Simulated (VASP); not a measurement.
Here is a VASP 6.6.1 calculation.

Contents of INCAR:

```
SYSTEM = Ga2O
ALGO     = Normal         ! electronic algorithm
EDIFF    = 1E-7           ! SCF threshold, eV
ENCUT    = 520            ! plane-wave cutoff, eV
GGA      = PE             ! functional
ISIF     = 2              ! what is computed and relaxed
ISMEAR   = 0              ! smearing method
ISPIN    = 2              ! spin polarisation
LASPH    = .TRUE.         ! aspherical terms in the spheres
LCHARG   = .TRUE.         ! write CHGCAR
LELF     = .TRUE.         ! ELF
LORBIT   = 11             ! projections on sites
LREAL    = .FALSE.        ! projectors in reciprocal space
LVHAR    = .TRUE.       
LWAVE    = .FALSE.        ! write WAVECAR
MAGMOM   = 0 0 1          ! initial moments
NBANDS   = 27             ! bands
NELM     = 150            ! most SCF steps
PREC     = Accurate       ! precision mode
SIGMA    = 0.1            ! smearing width, eV
```

The input KPOINTS:

```
k-points
0
G
  4 4 4
  0 0 0
```

POSCAR

```
Ga2O
1.0
    3.8714677321      0.0000000000      0.0000000000
    0.0000000000      3.8714677321      0.0000000000
    0.0000000000      0.0000000000      3.7828179679
Ga O
2 1
Direct
    0.0000000000      0.0000000000      0.0000000000
    0.5000000000      0.5000000000      0.0000000000
    0.5000000000      0.5000000000      0.5000000000
```

Potentials or basis: VASP PAW PBE potentials, release 64 (Ga_d, O).

Run with:

```console
$ cat potpaw_PBE.64/Ga_d/POTCAR potpaw_PBE.64/O/POTCAR > POTCAR
$ mpirun -np 1 vasp_std > vasp.out
```

Q: Estimate the band gap on the k mesh.

A: Zero (filled and empty bands overlap).

Q: What does it give for the net moment?

A: 0.00 μB per cell.

Q: Predict the pressure.

A: 0.4 GPa.

Stress tensor (GPa, compression positive):
```
-0.14  0.00  0.00
 0.00 -0.14  0.00
 0.00  0.00  1.57
```

Caveat: the k points lie up to 0.42 Å⁻¹ apart, too coarse for converged energies and pressures of a metal.
